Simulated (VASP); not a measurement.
**BP: single point with r2SCAN0**

The system is BP.

```
CELL_PARAMETERS angstrom
0.00000 2.26900 2.26900
2.26900 0.00000 2.26900
2.26900 2.26900 0.00000
ATOMIC_POSITIONS crystal
P 0.75000 0.75000 0.75000
B 0.00000 0.00000 0.00000
```

```
Program                            : VASP 6.6.1
Task                               : single point
Functional                         : r2SCAN0
Potentials or basis                : VASP PAW PBE potentials, release 64 (P, B)
Cutoff                             : 520 eV
k mesh                             : 5 × 5 × 5
Occupations                        : fermi-dirac, width 0.05 eV
Spin                               : no spin polarisation
Dipole correction                  : no
Grid for exact exchange (PRECFOCK) : Normal
Further INCAR settings             : ALGO = Normal; EDIFF = 1e-07; NBANDS = 11
```

| Item | Value |
| --- | --- |
| Pressure | -2.6 GPa |
| Band gap on the k mesh | 2.82 eV, indirect (least direct gap 5.19 eV) |

Levels at points of the mesh, in eV from the valence-band top:
```
           k point  band 1  band 2  band 3  band 4  band 5  band 6  band 7  band 8  band 9
(0.00, 0.00, 0.00)  -17.65    0.00    0.00    0.00    5.19    5.19    5.19    9.78   13.91
```

Run time: 2.6 min on 1 thread of Intel(R) Xeon(R) Platinum 8259CL CPU @ 2.50GHz (Skylake/Cascade Lake), on a shared host, peak memory 0.14 GiB.

Caveat: the k points lie up to 0.48 Å⁻¹ apart; the PAW data sets were made with another functional, which shifts forces and pressure a little. A k mesh can miss the band edges.
